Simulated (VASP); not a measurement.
Set up this calculation in VASP 6.6.1, as the native input.

- Task: single point
- Functional: PBE
- Dispersion: D3(BJ)
- Potentials or basis: VASP PAW PBE potentials, release 64 (B, As_d)
- Cutoff: 600 eV
- k mesh: 12 × 8 × 6
- Occupations: fermi-dirac, width 0.05 eV
- Spin: no spin polarisation
- Dipole correction: no
- Second run: valence_matched
- Further INCAR settings: ALGO = Normal; EDIFF = 1e-06; NBANDS = 16

The structure of BAs lies in POSCAR:

```
BAs
1.0
    3.1182718008      0.0000000000      0.0000000000
    0.0000000000      2.5655905965      0.0000000000
    0.0000000000      0.0000000000      3.1309270381
B As
1 1
Direct
    0.0000000000      0.5000000000      0.0000000000
    0.5000000000      0.5000000000      0.5000000000
```

The input as run:

INCAR

```
SYSTEM = BAs
ALGO = Normal
EDIFF = 1E-6
ENCUT = 600
GGA = PE
GGA_COMPAT = .FALSE.
ISIF = 2
ISMEAR = -1
IVDW = 12
LASPH = .TRUE.
LCHARG = .TRUE.
LELF = .TRUE.
LREAL = .FALSE.
LVHAR = .TRUE.
LWAVE = .FALSE.
NBANDS = 16
NELM = 120
PREC = Accurate
SIGMA = 0.05
```

KPOINTS

```
k-points
0
G
  12 8 6
  0 0 0
```

Potentials or basis: VASP PAW PBE potentials, release 64 (B, As_d).

The run is started by

```sh
$ cat potpaw_PBE.64/B/POTCAR potpaw_PBE.64/As_d/POTCAR > POTCAR
$ mpirun -np 1 vasp_std > vasp.out
```

Results of the run:

- Pressure: 0.0 GPa
- Band gap on the k mesh: zero (band 9 reaches 8.05 eV, above the bottom of band 10 at 2.66 eV)
- Dispersion energy per atom: -0.359 eV

Caveat: pairwise dispersion overbinds metals, which lowers pressure and volume.

Wall time 32 s on 1 thread of AMD EPYC 9R45 96-Core Processor (Zen 5), with other jobs on the host, peak memory 0.17 GiB.
